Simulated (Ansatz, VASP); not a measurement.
B6N in VASP and in Ansatz

```xyz
7
Lattice="3.7395 0.0000 0.0000 -1.8698 3.2385 0.0000 0.0000 0.0000 5.0353" Properties=species:S:1:pos:R:3 pbc="T T T"
B     0.0000    0.0000    3.6201
B     0.0000    0.0000    1.4152
B     0.0000    2.1590    3.1513
B     0.0000    2.1590    1.8840
B     1.8698    1.0795    1.8840
B     1.8698    1.0795    3.1513
N     0.0000    0.0000    0.0000
```

Alike in both runs: task relaxation of cell and atoms; functional PBE; k mesh 5 × 5 × 3; occupations gaussian, width 0.2 eV; no spin polarisation.

```csv
,VASP,Ansatz
version,VASP 6.6.1,Ansatz 0.2.0
potentials or method,"VASP PAW PBE potentials, release 64 (B, N), cutoff 600 eV","scalar-relativistic, plane waves, PAW"
valence electrons in the cell,23,23
```

```tsv
	VASP	Ansatz	Ansatz less VASP
gap on the k mesh at the Fermi level, each at its own relaxed structure (eV)	none	none	-
relaxed volume (Å³/atom)	7.22	7.20	-0.018
relaxed cell length with the largest relative difference (Å)	6.469	6.463	-0.0062
```

A gap of «none» marks a metal or a gap that the smearing closes.

The k mesh is coarse, so the values compare programs but aren't converged. Noted on VASP's run: the volume moved by over 15 % at a fixed basis, so the end points are rough.
